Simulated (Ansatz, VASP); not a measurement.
# C: VASP beside Ansatz

File INCAR:

```
SYSTEM = C
PREC = Accurate
ENCUT = 520
EDIFF = 1E-6
ISMEAR = -1
SIGMA = 0.1
LREAL = .FALSE.
LASPH = .TRUE.
NELM = 80
ALGO = Normal
ISIF = 2
LWAVE = .FALSE.
LCHARG = .FALSE.
GGA = PS
NBANDS = 16
```

File KPOINTS:

```
regular mesh
0
G
  23 23 3
  0 0 0
```

The input POSCAR:

```
C
1.0
    1.6378089542      0.0000000000      0.0000000000
   -0.8189044771      1.4183841609      0.0000000000
    0.0000000000      0.0000000000     12.9518281235
C
4
Direct
    0.0000000000      1.0000000000      1.0000000000
    0.0000000000      1.0000000000      0.5000000000
    0.3333333333      0.6666666667      0.2500000000
    0.6666666667      0.3333333333      0.7500000000
```

Input for Ansatz:

```yaml
crystal:
  lattice:
    - [1.6378089542, 0.0, 0.0]
    - [-0.8189044771, 1.4183841609, 0.0]
    - [0.0, 0.0, 12.9518281235]
  atoms:
    - { symbol: C, position: [0.0, 1.0, 1.0] }
    - { symbol: C, position: [0.0, 1.0, 0.5] }
    - { symbol: C, position: [0.3333333333, 0.6666666667, 0.25] }
    - { symbol: C, position: [0.6666666667, 0.3333333333, 0.75] }
hamiltonian:
  xc: pbesol
  pseudopotentials:
    kind: paw
    azcp:
      C: "pseudopotentials/C.paw.azcp"
basis:
  ecutwfc: 420
  fft_grid_basis: typed
kpoints:
  mp_grid: { grid: [23, 23, 3], shift: [0, 0, 0] }
magnetization:
  spin_polarized: false
scf:
  occupations: { method: fermi_dirac, width: 0.1 }
  lower_state_search: "off"
output:
  stress: true
```

Alike in both runs: task single point; functional PBEsol; k mesh 23 × 23 × 3; occupations fermi-dirac, width 0.1 eV; no spin polarisation.

```csv
,VASP,Ansatz
version,VASP 6.6.1,Ansatz 0.2.0
potentials or method,"VASP PAW PBE potentials, release 64 (C), cutoff 520 eV","plane waves (420 eV) with PAW, scalar-relativistic"
valence electrons in the cell,16,16
```

VASP gave:

```
pressure (GPa)                                                : 27.4
traceless stress, the component that is largest in VASP (GPa) : -28.04
```

**Question.** Estimate Ansatz's values.

**Answer.** Pressure (GPa): 27.3; traceless stress, the component that is largest in VASP (GPa): -27.79.

VASP's potentials were made for PBE, not for PBEsol, and Ansatz warns of the same on its side.
